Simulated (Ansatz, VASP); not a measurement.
# CuNi3 in VASP and in Ansatz

```
Cu Ni
1.0
     1.38585   -1.97382    0.00000
     1.38585    1.97382    0.00000
     0.00000    0.00000    7.88163
Cu Ni
1 3
Cartesian
  0.0000 0.0000 0.0000
  1.3858 0.0000 2.0073
  0.0000 0.0000 3.9408
  1.3858 0.0000 5.8743
```

Change from the starting cell: volume scaled by 0.98.

Alike in both runs: task single point; functional PBEsol; k mesh 12 × 12 × 4; occupations fermi-dirac, width 0.05 eV; collinear spin.

|  | VASP | Ansatz |
| --- | --- | --- |
| version | VASP 6.6.1 | Ansatz 0.2.0 |
| potentials or method | VASP PAW PBE potentials, release 64 (Cu, Ni), cutoff 520 eV | all-electron LAPW, scalar-relativistic |

Ansatz gave:

```
gap on the k mesh at the Fermi level (eV)                     : none
pressure (GPa)                                                : -2.5
traceless stress, the component that is largest in VASP (GPa) : 0.82
rms of the force components (eV/Å)                            : 0.005
net moment per atom (μB)                                      : 0.32
size of the moment on the site where the two differ most (μB) : 0.52
```

Question: Estimate VASP's values.

Answer: gap on the k mesh at the Fermi level (eV): none; pressure (GPa): -2.3; traceless stress, the component that is largest in VASP (GPa): 0.79; rms of the force components (eV/Å): 0.001; net moment per atom (μB): 0.31; size of the moment on the site where the two differ most (μB): 0.49.

VASP's potentials were made for PBE, not for PBEsol. Site moments also hang on the region over which each program counts them. Atom by atom the forces differ by 0.004 eV/Å (rms over components). A gap of «none» marks a metal or a gap that the smearing closes. Ansatz ran all-electron here, and VASP with PAW potentials.
